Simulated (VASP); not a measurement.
BN, 4 atoms in the cell. It takes space group P6_3/mmc (No. 194, hexagonal). Conventional cell: a = 2.489 Å, b = 2.489 Å, c = 6.494 Å, α = 90.00°, β = 90.00°, γ = 120.00°. Within 1.9 Å of B (site symmetry -6m2) lie 3 N at 1.44 Å. N (site symmetry -6m2) has 3 B at 1.44 Å within 1.9 Å. 

```yaml
Program: VASP 6.6.1
Task: relaxation of cell and atoms
Functional: LDA
Potentials_or_basis: VASP PAW LDA potentials, release 64 (B, N)
Cutoff: 600 eV
k_mesh: 10 × 10 × 4
Occupations: gaussian, width 0.01 eV
Spin: no spin polarisation
Target_pressure: 7 GPa
Dipole_correction: no
Further_INCAR_settings: ALGO = Normal; EDIFF = 1e-07; IBRION = 2; EDIFFG = -0.002; NSW = 100; ISIF = 3
```

Potentials or basis: VASP PAW LDA potentials, release 64 (B, N).

Command:

```console
$ cat potpaw_LDA.64/B/POTCAR potpaw_LDA.64/N/POTCAR > POTCAR
$ mpirun -np 1 vasp_std > vasp.out
```

Hardware: 1 thread of Intel Xeon 8259CL, with other jobs on the host.

Estimate the wall time of this run.

Run time: 2.3 min on 1 thread of Intel Xeon 8259CL, with other jobs on the host, peak memory 0.15 GiB. Counts: scf iterations 71, k points 42, ion steps 9.
